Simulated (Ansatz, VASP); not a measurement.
## One calculation of Ta2Ru, two programs

```
Ta Ru
1.0
     0.00000    4.09621    4.51606
     2.75480    0.00000    4.51606
     2.75480    4.09621    0.00000
Ta Ru
4 2
Direct
  0.07476 0.42524 0.07476
  0.42524 0.07476 0.42524
  0.17524 0.82476 0.17524
  0.82476 0.17524 0.82476
  0.75000 0.75000 0.75000
  0.50000 0.50000 0.50000
```

Alike in both runs: functional PBE; k mesh 10 × 10 × 10; occupations gaussian, width 0.1 eV; no spin polarisation.

Ansatz relaxed the structure, and its values are those at the end. VASP's run is a single point on that final structure, the one shown.

|  | VASP | Ansatz |
| --- | --- | --- |
| version | VASP 6.6.1 | Ansatz 0.2.0 |
| potentials or method | VASP PAW PBE potentials, release 64 (Ta_pv, Ru_pv), cutoff 520 eV | scalar-relativistic, plane waves, PAW |
| valence electrons in the cell | 72 | 84 |

Ansatz gave:

- gap on the k mesh at the Fermi level (eV): none
- pressure (GPa): 0.0

Q: Estimate VASP's values.

A: gap on the k mesh at the Fermi level (eV): none; pressure (GPa): 0.1.

A gap of «none» marks a metal or a gap that the smearing closes. VASP's potentials hold 72 valence electrons a cell and Ansatz's 84, so a difference there can come from the potentials and not from the codes.

Neither program's run includes spin-orbit coupling.
